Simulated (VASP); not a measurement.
# ZrB (Cmmm) in VASP: single point with PBE

Aim: the single point of ZrB with PBE.

Program: VASP 6.6.1. These are calculated values, not measurements. Logs are shortened: lines on timing, memory, paths and dates and some standing lists are left out, and cuts for length are marked.

### 1 The cell of the first run

The structure is orthorhombic, space group Cmmm (No. 65). Conventional cell: a = 3.671 Å, b = 3.815 Å, c = 3.110 Å, α = 90.00°, β = 90.00°, γ = 90.00°. Within 2.1 Å of Zr (site symmetry mmm) lie 2 B at 1.55 Å. Within 2.1 Å of B (site symmetry mmm) lie 2 Zr at 1.55 Å.

The cell was built from a structure type or drawn by symmetry, and may not be a known phase.

### 2 Single point, PBE

File INCAR:

```
PREC = Accurate ; ENCUT = 500
EDIFF = 1E-6 ; ISMEAR = 0
SIGMA = 0.1 ; LREAL = F
LASPH = T ; NELM = 120
ALGO = Normal ; ISIF = 2
LWAVE = F ; LCHARG = F
GGA = PE ; NBANDS = 14
GGA_COMPAT = F
```

File KPOINTS:

```
Automatic mesh
0
Gamma
  6 6 6
```

File POSCAR:

```
ZrB
1.0
    1.8355125300     -1.9076612300      0.0000000000
    1.8355125300      1.9076612300      0.0000000000
    0.0000000000      0.0000000000      3.1098373700
Zr B
1 1
Direct
    0.5000000000      0.5000000000      0.5000000000
    0.5000000000      0.5000000000      0.0000000000
```

Potentials or basis: VASP PAW PBE potentials, release 64 (Zr_sv, B).

Run with:

```bash
> cat potpaw_PBE.64/Zr_sv/POTCAR potpaw_PBE.64/B/POTCAR > POTCAR
> mpirun -np 1 vasp_std > vasp.out
```

OUTCAR:

```text
PREC = Accurate
   ENCUT = 500
   EDIFF = 1E-6
   ISMEAR = 0
   LREAL = F
   LASPH = T
   NELM = 120
   ISIF = 2
   GGA = PE

 ion  position               nearest neighbor table
   1  0.500  0.500  0.500-   2 1.55   2 1.55
   2  0.500  0.500  0.000-   1 1.55   1 1.55

  LATTYP: Found a base centered orthorhombic cell.
 ALAT       =     3.6710250600
 B/A-ratio  =     1.0393071139
 C/A-ratio  =     0.8471305205

  Lattice vectors:

 A1 = (   1.8355125300,  -1.9076612300,   0.0000000000)
 A2 = (   1.8355125300,   1.9076612300,   0.0000000000)
 A3 = (   0.0000000000,   0.0000000000,   3.1098373700)

Analysis of symmetry for initial positions (statically):
=====================================================================
 Subroutine PRICEL returns:
 Original cell was already a primitive cell.

 Routine SETGRP: Setting up the symmetry group for a
 base centered orthorhombic supercell.

 Subroutine GETGRP returns: Found  8 space group operations
 (whereof  8 operations were pure point group operations)
 out of a pool of  8 trial point group operations.

The static configuration has the point symmetry D_2h.

Analysis of symmetry for dynamics (positions and initial velocities):
=====================================================================
 Subroutine PRICEL returns:
 Original cell was already a primitive cell.

 Routine SETGRP: Setting up the symmetry group for a
 base centered orthorhombic supercell.

 Subroutine GETGRP returns: Found  8 space group operations
 (whereof  8 operations were pure point group operations)
 out of a pool of  8 trial point group operations.

The dynamic configuration has the point symmetry D_2h.

 Subroutine INISYM returns: Found  8 space group operations
 (whereof  8 operations are pure point group operations),
 and found     1 'primitive' translations

----------------------------------------------------------------------------------------

                                     Primitive cell

  volume of cell :      21.7784

  direct lattice vectors                    reciprocal lattice vectors
     1.835512530 -1.907661230  0.000000000     0.272403480 -0.262101044  0.000000000
     1.835512530  1.907661230  0.000000000     0.272403480  0.262101044  0.000000000
     0.000000000  0.000000000  3.109837370     0.000000000  0.000000000  0.321560224

  length of vectors
     2.647315171  2.647315171  3.109837370     0.378021974  0.378021974  0.321560224

  position of ions in fractional coordinates (direct lattice)
     0.500000000  0.500000000  0.500000000
     0.500000000  0.500000000  0.000000000

  ion indices of the primitive-cell ions
   primitive index   ion index
                 1           1
                 2           2

----------------------------------------------------------------------------------------

 KPOINTS: Automatic mesh

Automatic generation of k-mesh.
 Grid dimensions read from file:
 generate k-points for:    6    6    6

 Generating k-lattice:

  Cartesian coordinates                     Fractional coordinates (reciprocal lattice)
     0.045400580 -0.043683507  0.000000000     0.166666667  0.000000000  0.000000000
     0.045400580  0.043683507  0.000000000     0.000000000  0.166666667  0.000000000
     0.000000000  0.000000000  0.053593371     0.000000000  0.000000000  0.166666667

  Length of vectors
     0.063003662  0.063003662  0.053593371

  Shift w.r.t. Gamma in fractional coordinates (k-lattice)
     0.000000000  0.000000000  0.000000000

 Subroutine IBZKPT returns following result:
 ===========================================

 Found     52 irreducible k-points:

 Following reciprocal coordinates:
            Coordinates               Weight
  0.000000  0.000000  0.000000      1.000000
  0.166667 -0.000000  0.000000      4.000000
  0.333333 -0.000000  0.000000      4.000000
  0.500000 -0.000000  0.000000      2.000000
  0.166667  0.166667  0.000000      2.000000
  0.333333  0.166667  0.000000      4.000000
[... 16 lines left out ...]
  0.333333  0.333333  0.166667      4.000000
  0.500000  0.333333  0.166667      8.000000
 [... further k-points ...]
   k-points           NKPTS =     52   k-points in BZ     NKDIM =     52   number of bands    NBANDS=     14
   number of dos      NEDOS =    301   number of ions     NIONS =      2
   total plane-waves  NPLWV =   9600
   dimension x,y,z NGX =    20 NGY =   20 NGZ =   24
   dimension x,y,z NGXF=    40 NGYF=   40 NGZF=   48
   ions per type =               1   1
   NGX,Y,Z   is equivalent  to a cutoff of  12.56, 12.56, 12.83 a.u.
   NGXF,Y,Z  is equivalent  to a cutoff of  25.12, 25.12, 25.66 a.u.
 SYSTEM =  unknown system
   PREC   = accura    normal or accurate (medium, high low for compatibility)
   ISTART =      0    job   : 0-new  1-cont  2-samecut
   ICHARG =      2    charge: 1-file 2-atom 10-const
   ISPIN  =      1    spin polarized calculation?
   LNONCOLLINEAR =      F non collinear calculations
   LSORBIT =      F    spin-orbit coupling
   LASPH  =      T    aspherical Exc in radial PAW
   ENCUT  =  500.0 eV  36.75 Ry    6.06 a.u.   4.83  4.83  5.67*2*pi/ulx,y,z
   NELM   =    120;   NELMIN=  2; NELMDL= -5     # of ELM steps
   EDIFF  = 0.1E-05   stopping-criterion for ELM
   LREAL  =      F    real-space projection
   EDIFFG = 0.1E-04   stopping-criterion for IOM
   NSW    =      0    number of steps for IOM
   IBRION =     -1    ionic relax: 0-MD 1-quasi-New 2-CG
   NFREE  =      0    steps in history (QN), initial steepest desc. (CG)
   ISIF   =      2    stress and relaxation
   ISYM   =      2    0-nonsym 1-usesym 2-fastsym
   POTIM  = 0.5000    time-step for ionic-motion
   TEBEG  =    0.0;   TEEND  =   0.0 temperature during run
   PSTRESS=    0.0 pullay stress
   NELECT =      15.0000    total number of electrons
   NUPDOWN=      -1.0000    fix difference up-down
   EMIN   =  10.00;   EMAX   =-10.00  energy-range for DOS
   EFERMI =   0.00;   METHOD = LEGACY
   ISMEAR =     0;   SIGMA  =   0.10  broadening in eV -4-tet -1-fermi 0-gaus
   EFERMI_NEDOS =   21; number of points for ismear=-14 and -15
   IALGO  =     38    algorithm
   IMIX   =      4    mixing-type and parameters
     AMIX     =   0.40;   BMIX     =  1.00
     AMIX_MAG =   1.60;   BMIX_MAG =  1.00
  volume/ion in A,a.u.               =      10.89        73.48
  Fermi-wavevector in a.u.,A,eV,Ry     =   1.445761  2.732092 28.439234  2.090225
  Thomas-Fermi vector in A             =   2.563906
   LORBIT       =      0    0 simple, 1 ext, 2 COOP (PROOUT), +10 PAW based schemes
   GGA     = PE    functional components
   LHFCALC =     F    Hartree Fock is set to
   AEXX    =    0.0000 exact exchange contribution
   IVDW    =     0    specifies the selected vdW correction
   LEPSILON=     F    determine dielectric tensor
   LRPA    =     F    only Hartree local field effects (RPA)
 non-spin polarized calculation
 Gauss-broadening in eV      SIGMA  =   0.10
  energy-cutoff  :      500.00
  volume of cell :       21.78
 maximum number of plane-waves:       564
   NGX =  9   NGY =  9   NGZ = 11

 number of electron      15.0000001 magnetization

 Free energy of the ion-electron system (eV)
  ---------------------------------------------------
  ext. energy  EPLUGINS =         0.00000000
  ---------------------------------------------------
  free energy    TOTEN  =        -2.27384791 eV

  energy without entropy =       -2.27097792  energy(sigma->0) =       -2.27241292

 E-fermi :  11.4455     XC(G=0): -12.5165

 val. band max:       11.4097887110   @ k =  -0.3333   0.3333   0.0000
 cond. band min:      11.5806558687   @ k =   0.3333  -0.0000   0.5000
 fundamental gap:      0.1708671578
 Fermi energy:        11.4455330495

 k-point     1 :       0.0000    0.0000    0.0000
  band No.  band energies     occupation
      1     -36.9792      2.00000
      2     -17.3339      2.00000
      3     -13.5209      2.00000
      4     -13.4471      2.00000
      5       2.5408      2.00000
      6       7.6286      2.00000
      7       9.2113      2.00000
      8      15.7400      0.00000
      9      15.8835      0.00000
     10      15.9353      0.00000
     11      16.0627      0.00000
     12      19.1973      0.00000
     13      21.3546      0.00000
     14      26.9571      0.00000

 k-point     2 :       0.1667   -0.0000    0.0000
  band No.  band energies     occupation
      1     -36.8864      2.00000
      2     -17.2668      2.00000
      3     -14.2145      2.00000
      4     -13.4198      2.00000
      5       3.0143      2.00000
      6       8.3044      2.00000
      7      10.0928      2.00000
      8      14.0430      0.00000
      9      14.9060      0.00000
     10      15.9210      0.00000
     11      16.1389      0.00000
     12      17.8456      0.00000
     13      23.2002      0.00000
     14      26.3100      0.00000

 k-point     3 :       0.3333   -0.0000    0.0000
  band No.  band energies     occupation
      1     -36.6942      2.00000
      2     -17.1297      2.00000
      3     -15.5066      2.00000
      4     -13.2917      2.00000
      5       4.1936      2.00000
      6       9.0667      2.00000
      7      10.0684      2.00000
      8      11.7059      0.00023
      9      15.4281      0.00000
     10      16.4299      0.00000
     11      16.4844      0.00000
     12      16.7189      0.00000
     13      22.9442      0.00000
     14      25.1005      0.00000
[... 324 lines left out ...]
 k-point    23 :       0.3333    0.3333    0.1667
  band No.  band energies     occupation
      1     -36.4319      2.00000
      2     -16.9018      2.00000
      3     -15.1724      2.00000
      4     -15.1608      2.00000
      5       5.7772      2.00000
      6       8.4543      2.00000
      7       8.4990      2.00000
      8      10.0948      2.00000
      9      15.3847      0.00000
     10      15.5793      0.00000
     11      18.2075      0.00000
     12      19.6271      0.00000
     13      23.2164      0.00000
     14      24.1306      0.00000

 k-point    24 :       0.5000    0.3333    0.1667
  band No.  band energies     occupation
      1     -36.3384      2.00000
      2     -16.8289      2.00000
      3     -15.7173      2.00000
      4     -15.0485      2.00000
      5       6.6937      2.00000
      6       7.0880      2.00000
      7       8.7331      2.00000
      8       9.2383      2.00000
      9      15.3943      0.00000
     10      15.7989      0.00000
     11      18.9850      0.00000
     12      21.7423      0.00000
     13      22.1963      0.00000
     14      25.5354      0.00000

 [... further k-points ...]

------------------------ aborting loop because EDIFF is reached ----------------------------------------

  FORCE on cell =-STRESS in cart. coord.  units (eV):
  Direction    XX          YY          ZZ          XY          YZ          ZX
  --------------------------------------------------------------------------------------
  -------------------------------------------------------------------------------------
  Total        6.5842746      7.0335051     53.2539242      0.0000000      0.0000000      0.0000000
  in kB      484.3867289    517.4353631   3917.7427700      0.0000000      0.0000000      0.0000000
  external PRESSURE =    1639.8549540 kB  Pullay stress =       0.0000000 kB

 VOLUME and BASIS-vectors are now :
 -----------------------------------------------------------------------------
  energy-cutoff  :      500.00
  volume of cell :       21.78
      direct lattice vectors                 reciprocal lattice vectors
     1.835512530 -1.907661230  0.000000000     0.272403480 -0.262101044  0.000000000
     1.835512530  1.907661230  0.000000000     0.272403480  0.262101044  0.000000000
     0.000000000  0.000000000  3.109837370     0.000000000  0.000000000  0.321560224

 POSITION                                       TOTAL-FORCE (eV/Angst)
 -----------------------------------------------------------------------------------
      1.83551      0.00000      1.55492         0.000000     -0.000000      0.000000
      1.83551      0.00000      0.00000        -0.000000      0.000000      0.000000
 -----------------------------------------------------------------------------------
    total drift:                                0.000000      0.000000      0.000000

  FREE ENERGIE OF THE ION-ELECTRON SYSTEM (eV)
  ---------------------------------------------------
  free  energy   TOTEN  =        -2.2738479113 eV

  energy  without entropy=       -2.2709779210  energy(sigma->0) =       -2.27241292
```

Run time: 21 s. Hardware: 1 thread of AMD EPYC 7R13, shared host; peak memory 0.1 GiB.

What came out:

| Quantity | Value |
| --- | --- |
| Free energy | -2.2738 eV |
| Pressure | 164.0 GPa |
| Band gap on the k mesh | zero (an odd number of electrons rules out a gap without spin polarisation) |

Caveat: the k points lie up to 0.40 Å⁻¹ apart, too coarse for converged energies and pressures of a metal; atoms lie so close that the PAW spheres overlap strongly, which falsifies energies and pressures.
